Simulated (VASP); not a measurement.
# CoO in VASP: settings compared, part 2 of 3

VASP 6.6.1. The steps go on from the part before.

### 3 Relaxation of cell and atoms, PBE+U, collinear spin, ferromagnetic start

File INCAR:

```
PREC     = Accurate       # precision mode
ENCUT    = 600            # plane-wave cutoff, eV
EDIFF    = 1E-7           # SCF threshold, eV
ISMEAR   = -1             # smearing method
SIGMA    = 0.05           # smearing width, eV
LREAL    = False          # projectors in reciprocal space
LASPH    = True           # aspherical terms in the spheres
NELM     = 150            # most SCF steps
ALGO     = Normal         # electronic algorithm
ISIF     = 3              # what is computed and relaxed
LWAVE    = False          # write WAVECAR
LCHARG   = False          # write CHGCAR
ISPIN    = 2              # spin polarisation
MAGMOM   = 2 0            # initial moments
LORBIT   = 11             # projections on sites
LMAXMIX  = 4              # l up to which the mixer works
LDAU     = True           # DFT+U
LDAUTYPE = 2            
LDAUL    = 2 -1           # shell
LDAUU    = 4 0            # U, eV
LDAUJ    = 0 0          
LDAUPRINT= 1            
GGA      = PE             # functional
IBRION   = 2              # ionic algorithm
NSW      = 60             # ionic steps
EDIFFG   = -0.01          # ionic threshold
```

File KPOINTS:

```
regular mesh
0
Gamma
  12 12 12
```

File POSCAR:

```
CoO
1.0
   -1.5080000000      1.5080000000      2.1072475377
    1.5080000000     -1.5080000000      2.1072475377
    1.5080000000      1.5080000000     -2.1072475377
Co O
1 1
Direct
    0.0000000000      0.0000000000      0.0000000000
    0.5000000000      0.5000000000      0.0000000000
```

Potentials or basis: VASP PAW PBE potentials, release 64 (Co, O).

Launch:

```console
$ cat potpaw_PBE.64/Co/POTCAR potpaw_PBE.64/O/POTCAR > POTCAR
$ mpirun -np 1 vasp_std > vasp.out
```

OUTCAR:

```text
PREC = Accurate
   ENCUT = 600
   EDIFF = 1E-7
   ISMEAR = -1
   LREAL = False
   LASPH = True
   NELM = 150
   ISIF = 3
   ISPIN = 2
   LORBIT = 11
   GGA = PE
   IBRION = 2
   NSW = 60
   EDIFFG = -0.01

 ion  position               nearest neighbor table
   1  0.000  0.000  0.000-   2 2.11   2 2.11   2 2.13   2 2.13   2 2.13   2 2.13
   2  0.500  0.500  0.000-   1 2.11   1 2.11   1 2.13   1 2.13   1 2.13   1 2.13

  LATTYP: Found a body centered tetragonal cell.
 ALAT       =     3.0160000000
 C/A-ratio  =     1.3973790038

  Lattice vectors:

 A1 = (  -1.5080000000,   1.5080000000,   2.1072475377)
 A2 = (   1.5080000000,  -1.5080000000,   2.1072475377)
 A3 = (   1.5080000000,   1.5080000000,  -2.1072475377)

Analysis of symmetry for initial positions (statically):
=====================================================================
 Subroutine PRICEL returns:
 Original cell was already a primitive cell.

 Routine SETGRP: Setting up the symmetry group for a
 body centered tetragonal supercell.

 Subroutine GETGRP returns: Found 16 space group operations
 (whereof 16 operations were pure point group operations)
 out of a pool of 16 trial point group operations.

The static configuration has the point symmetry D_4h.

Analysis of symmetry for dynamics (positions and initial velocities):
=====================================================================
 Subroutine PRICEL returns:
 Original cell was already a primitive cell.

 Routine SETGRP: Setting up the symmetry group for a
 body centered tetragonal supercell.

 Subroutine GETGRP returns: Found 16 space group operations
 (whereof 16 operations were pure point group operations)
 out of a pool of 16 trial point group operations.

The dynamic configuration has the point symmetry D_4h.

Analysis of structural, dynamic, and magnetic symmetry:
=====================================================================
 Subroutine PRICEL returns:
 Original cell was already a primitive cell.

 Routine SETGRP: Setting up the symmetry group for a
 body centered tetragonal supercell.

 Subroutine GETGRP returns: Found 16 space group operations
 (whereof 16 operations were pure point group operations)
 out of a pool of 16 trial point group operations.

The overall configuration has the point symmetry D_4h.

 Subroutine INISYM returns: Found 16 space group operations
 (whereof 16 operations are pure point group operations),
 and found     1 'primitive' translations

----------------------------------------------------------------------------------------

                                     Primitive cell
[... 117 lines left out ...]
   angular momentum for each species LDAUL =     2   -1
   U (eV)           for each species LDAUU =   4.0  0.0
   J (eV)           for each species LDAUJ =   0.0  0.0
   GGA     = PE    functional components
   LHFCALC =     F    Hartree Fock is set to
   AEXX    =    0.0000 exact exchange contribution
   IVDW    =     0    specifies the selected vdW correction
   LEPSILON=     F    determine dielectric tensor
   LRPA    =     F    only Hartree local field effects (RPA)
 conjugate gradient relaxation of ions
 spin polarized calculation
  energy-cutoff  :      600.00
  volume of cell :       19.17
 maximum number of plane-waves:       651
   NGX = 11   NGY = 11   NGZ = 11

--------------------------------------- Ionic step        1  -------------------------------------------

 number of electron      15.0000006 magnetization       3.0000467

 Free energy of the ion-electron system (eV)
  ---------------------------------------------------
  ext. energy  EPLUGINS =         0.00000000
  ---------------------------------------------------
  free energy    TOTEN  =       -11.21878377 eV

  energy without entropy =      -11.20108003  energy(sigma->0) =      -11.20993190

------------------------ aborting loop because EDIFF is reached ----------------------------------------

  FORCE on cell =-STRESS in cart. coord.  units (eV):
  Direction    XX          YY          ZZ          XY          YZ          ZX
  --------------------------------------------------------------------------------------
  -------------------------------------------------------------------------------------
  Total        0.3202310      0.3202310     -0.6147593      0.0000000      0.0000000      0.0000000
  in kB       26.7667582     26.7667582    -51.3851305      0.0000000      0.0000000      0.0000000
  external PRESSURE =       0.7161286 kB  Pullay stress =       0.0000000 kB
[... 161 lines left out ...]
  FREE ENERGIE OF THE ION-ELECTRON SYSTEM (eV)
  ---------------------------------------------------
  free  energy   TOTEN  =       -11.2372410670 eV

  energy  without entropy=      -11.2194274089  energy(sigma->0) =      -11.22833424

atom =   1  type =  1  l = 2

 onsite density matrix

spin component  1

  1.0067 -0.0000 -0.0000 -0.0000  0.0000
 -0.0000  0.9731 -0.0000  0.0000  0.0000
 -0.0000 -0.0000  1.0243 -0.0000 -0.0000
 -0.0000  0.0000 -0.0000  0.9731 -0.0000
  0.0000  0.0000 -0.0000 -0.0000  0.9668

spin component  2

  0.1020 -0.0000 -0.0000 -0.0000 -0.0000
 -0.0000  0.4996  0.0000  0.0000  0.0000
 -0.0000  0.0000  0.1592  0.0000 -0.0000
 -0.0000  0.0000  0.0000  0.4996 -0.0000
 -0.0000  0.0000 -0.0000 -0.0000  0.9594

 occupancies and eigenvectors

  o =  0.1020  v =  0.0000  0.0000  0.0000  0.0000  0.0000  1.0000  0.0000  0.0000  0.0000  0.0000      0.0000  0.0000  0.0000  0.0000  0.0000  0.0000  0.0000  0.0000  0.0000  0.0000
  o =  0.1592  v =  0.0000  0.0000  0.0000  0.0000  0.0000 -0.0000  0.0000 -1.0000  0.0000 -0.0000      0.0000  0.0000  0.0000  0.0000  0.0000  0.0000  0.0000  0.0000  0.0000  0.0000
  o =  0.4996  v =  0.0000  0.0000  0.0000  0.0000  0.0000  0.0000 -0.9650 -0.0000 -0.2623  0.0000      0.0000  0.0000  0.0000  0.0000  0.0000  0.0000  0.0000  0.0000  0.0000  0.0000
  o =  0.4996  v =  0.0000  0.0000  0.0000  0.0000  0.0000 -0.0000 -0.2623  0.0000  0.9650  0.0000      0.0000  0.0000  0.0000  0.0000  0.0000  0.0000  0.0000  0.0000  0.0000  0.0000
  o =  0.9594  v =  0.0000  0.0000  0.0000  0.0000  0.0000 -0.0000  0.0000 -0.0000 -0.0000  1.0000      0.0000  0.0000  0.0000  0.0000  0.0000  0.0000  0.0000  0.0000  0.0000  0.0000
  o =  0.9668  v =  0.0000 -0.0000 -0.0000  0.0000  1.0000  0.0000  0.0000  0.0000  0.0000  0.0000      0.0000  0.0000  0.0000  0.0000  0.0000  0.0000  0.0000  0.0000  0.0000  0.0000
  o =  0.9731  v =  0.0000  0.1778 -0.0000 -0.9841  0.0000  0.0000  0.0000  0.0000  0.0000  0.0000      0.0000  0.0000  0.0000  0.0000  0.0000  0.0000  0.0000  0.0000  0.0000  0.0000
  o =  0.9731  v =  0.0000 -0.9841  0.0000 -0.1778  0.0000  0.0000  0.0000  0.0000  0.0000  0.0000      0.0000  0.0000  0.0000  0.0000  0.0000  0.0000  0.0000  0.0000  0.0000  0.0000
  o =  1.0067  v =  1.0000  0.0000  0.0000  0.0000  0.0000  0.0000  0.0000  0.0000  0.0000  0.0000      0.0000  0.0000  0.0000  0.0000  0.0000  0.0000  0.0000  0.0000  0.0000  0.0000
  o =  1.0243  v =  0.0000  0.0000  1.0000 -0.0000  0.0000  0.0000  0.0000  0.0000  0.0000  0.0000      0.0000  0.0000  0.0000  0.0000  0.0000  0.0000  0.0000  0.0000  0.0000  0.0000

--------------------------------------- Ionic step        6  -------------------------------------------

 number of electron      15.0000004 magnetization       2.9999998

 Free energy of the ion-electron system (eV)
  ---------------------------------------------------
  ext. energy  EPLUGINS =         0.00000000
  ---------------------------------------------------
  free energy    TOTEN  =       -11.23775684 eV

  energy without entropy =      -11.22015419  energy(sigma->0) =      -11.22895552

 E-fermi :   7.7886     XC(G=0): -12.3741

 val. band max:        7.7872139447   @ k =   0.2500   0.2500   0.1667
 cond. band min:       7.7919360219   @ k =   0.3333   0.1667   0.1667
 fundamental gap:      0.0047220772
 Fermi energy:         7.7885930669

 spin component 1

 k-point     1 :       0.0000    0.0000    0.0000
  band No.  band energies     occupation
      1     -12.0993      1.00000
      2       2.1543      1.00000
      3       2.4601      1.00000
      4       2.4687      1.00000
      5       2.4687      1.00000
      6       3.5334      1.00000
      7       4.8321      1.00000
      8       5.1229      1.00000
      9       5.1229      1.00000
     10       9.0494      0.00000
     11      24.7539      0.00000
     12      24.7539      0.00000
[... 738 lines left out ...]
  FREE ENERGIE OF THE ION-ELECTRON SYSTEM (eV)
  ---------------------------------------------------
  free  energy   TOTEN  =       -11.2377568408 eV

  energy  without entropy=      -11.2201541912  energy(sigma->0) =      -11.22895552

 reached required accuracy - stopping structural energy minimisation

 total charge

# of ion       s       p       d       tot
------------------------------------------
    1        0.305   0.373   7.139   7.817
    2        1.548   3.462   0.000   5.010
--------------------------------------------------
tot          1.853   3.835   7.139  12.828

 magnetization (x)

# of ion       s       p       d       tot
------------------------------------------
    1        0.022   0.018   2.722   2.762
    2        0.022   0.209   0.000   0.231
--------------------------------------------------
tot          0.044   0.227   2.722   2.993
```

Run time: 11 min. Hardware: 1 thread of AMD EPYC, shared host; peak memory 0.18 GiB.

What came out:

| Item | Value |
| --- | --- |
| Free energy | -11.2378 eV |
| Relaxed volume | 9.66 Å³/atom |
| Relaxed cell | a = 2.980 Å, b = 2.980 Å, c = 2.980 Å, α = 117.68°, β = 117.68°, γ = 94.06° |
| Space group after relaxing (to 0.1 Å) | I4/mmm (No. 139) |
| Energy gained by relaxing | 9.5 meV/atom |
| Ionic steps | 6 |
| Pressure after relaxing | 0.0 GPa |
| Band gap on the k mesh | zero (filled and empty bands overlap) |
| Net moment | 3.00 μB per cell |
| Site moments | Co +2.76; O +0.23 μB |
| Valence electrons inside the program's atomic spheres | Co 7.82; O 5.01 |

The path:
| step | energy change (eV) | largest force (eV/Å) | pressure (GPa) | volume (Å³) |
| --- | --- | --- | --- | --- |
| 1 | 0.0000 | 0.0000 | 0.07 | 19.17 |
| 2 | -0.0115 | 0.0000 | 0.20 | 19.18 |
| 3 | -0.0184 | 0.0000 | 1.18 | 19.18 |
| 4 | -0.0184 | 0.0000 | 1.30 | 19.18 |
| 5 | -0.0185 | 0.0000 | -1.23 | 19.46 |
| 6 | -0.0190 | 0.0000 | 0.02 | 19.32 |

Final structure:
```
Co O
1.0
    -1.54201    1.54201    2.03145
     1.54201   -1.54201    2.03145
     1.54201    1.54201   -2.03145
Co O
1 1
Direct
  0.00000 0.00000 0.00000
  0.50000 0.50000 0.00000
```

Eigenvalues of the final occupation matrices:
| site | spin | trace | eigenvalues |
| --- | --- | --- | --- |
| site 1 d | 1 | 4.94 | 0.97 0.97 0.97 1.01 1.02 |
| site 1 d | 2 | 2.22 | 0.10 0.16 0.50 0.50 0.96 |

Caveat: a cell with one magnetic atom can't hold antiferromagnetic order, which such compounds often take. PBE usually gives volumes a little too large and moduli too small.

(Continued in part 3 of 3.)
